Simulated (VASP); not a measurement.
Here is a VASP 6.6.1 calculation.

The input INCAR:

```
  PREC = Accurate
  ENCUT = 520
  EDIFF = 1E-7
  ISMEAR = 0
  SIGMA = 0.15
  LREAL = False
  LASPH = True
  NELM = 60
  ALGO = Normal
  ISIF = 2
  LWAVE = False
  LCHARG = False
  GGA = PS
  NBANDS = 16
```

File KPOINTS:

```
Automatic mesh
0
Gamma
  18 18 18
```

The input POSCAR:

```
WC
1.0
    0.0000000000      2.3680987200      2.1049766400
    2.3680987200      0.0000000000      2.1049766400
    2.3680987200      2.3680987200      0.0000000000
W C
1 1
Direct
    0.0000000000      0.0000000000      0.0000000000
    0.5000000000      0.5000000000      0.5000000000
```

Potentials or basis: VASP PAW PBE potentials, release 64 (W_sv, C).

Run with:

```bash
$ cat potpaw_PBE.64/W_sv/POTCAR potpaw_PBE.64/C/POTCAR > POTCAR
$ mpirun -np 1 vasp_std > vasp.out
```

Predict the pressure.

-31.1 GPa.

Estimate the band gap on the k mesh.

zero (bands 9 and 10 overlap by 2.91 eV).

Stress tensor (GPa, compression positive):
```
-46.23   0.00   0.00
  0.00 -46.23   0.00
  0.00   0.00  -0.75
```

Caveat: the cell differs from its parent crystal (strain +0.080 along x and y, -0.040 along z); the stress differs along the axes, from -46 to -1 GPa; the PAW data sets were made with another functional, which shifts forces and pressure a little; spin-orbit coupling is left out, which moves the levels of the heavy elements.
